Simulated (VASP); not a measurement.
A run of VASP 6.6.1 is set up as follows.

Contents of INCAR:

```
SYSTEM = SrO
PREC = Accurate
ENCUT = 520
EDIFF = 1E-6
ISMEAR = 0
SIGMA = 0.01
LREAL = .FALSE.
LASPH = .TRUE.
NELM = 100
ALGO = Normal
ISIF = 2
LWAVE = .FALSE.
LCHARG = .FALSE.
GGA = PE
NBANDS = 24
```

The input KPOINTS:

```
Automatic mesh
0
G
  6 6 4
  0 0 0
```

File POSCAR:

```
SrO
1.0
    4.2901266714      0.0000000000      0.0000000000
   -2.1450633357      3.7153586829      0.0000000000
    0.0000000000      0.0000000000      5.1847099200
Sr O
2 2
Direct
    0.3333333333      0.6666666667     -0.0625006792
    0.6666666667      0.3333333333      0.4374993208
    0.3333333333      0.6666666667      0.4375006792
    0.6666666667      0.3333333333      0.9375006792
```

Potentials or basis: VASP PAW PBE potentials, release 64 (Sr_sv, O).

The run is started by

```console
$ cat potpaw_PBE.64/Sr_sv/POTCAR potpaw_PBE.64/O/POTCAR > POTCAR
$ mpirun -np 1 vasp_std > vasp.out
```

(1) Predict the pressure.

(2) What does it give for the band gap on the k mesh?

Results:

(1) 0.4 GPa.

(2) 2.59 eV, direct.
